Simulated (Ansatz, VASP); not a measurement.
**ZnCu: VASP beside Ansatz**

```
Zn Cu
1.0
     2.94500    0.00000    0.00000
     0.00000    2.94500    0.00000
     0.00000    0.00000    2.94500
Zn Cu
1 1
Direct
  0.48285 0.48285 0.48285
  0.00000 0.00000 0.00000
```

Change from the starting cell: all Zn atoms moved +0.087 Å, as atom 1 towards its neighbour atom 2 (Cu) at 2.550 Å.

Alike in both runs: task single point; functional PBE; k mesh 16 × 16 × 16; occupations gaussian, width 0.15 eV; no spin polarisation.

|  | VASP | Ansatz |
| --- | --- | --- |
| version | VASP 6.6.1 | Ansatz 0.2.0 |
| potentials or method | VASP PAW PBE potentials, release 64 (Zn, Cu), cutoff 520 eV | scalar-relativistic, plane waves, PAW |
| valence electrons in the cell | 23 | 31 |

Ansatz gave:

```
gap on the k mesh at the Fermi level (eV)                     : none
pressure (GPa)                                                : 2.7
traceless stress, the component that is largest in VASP (GPa) : 0.30
rms of the force components (eV/Å)                            : 0.248
```

Problem. What did VASP give for the same quantities?

Solution. gap on the k mesh at the Fermi level (eV): none; pressure (GPa): 3.4; traceless stress, the component that is largest in VASP (GPa): 0.30; rms of the force components (eV/Å): 0.251.

Atom by atom the forces differ by 0.003 eV/Å (rms over components). A gap of «none» marks a metal or a gap that the smearing closes. With one functional, cell and mesh, what is left measures potentials, basis and numerics. VASP's potentials hold 23 valence electrons a cell and Ansatz's 31, so a difference there can come from the potentials and not from the codes.
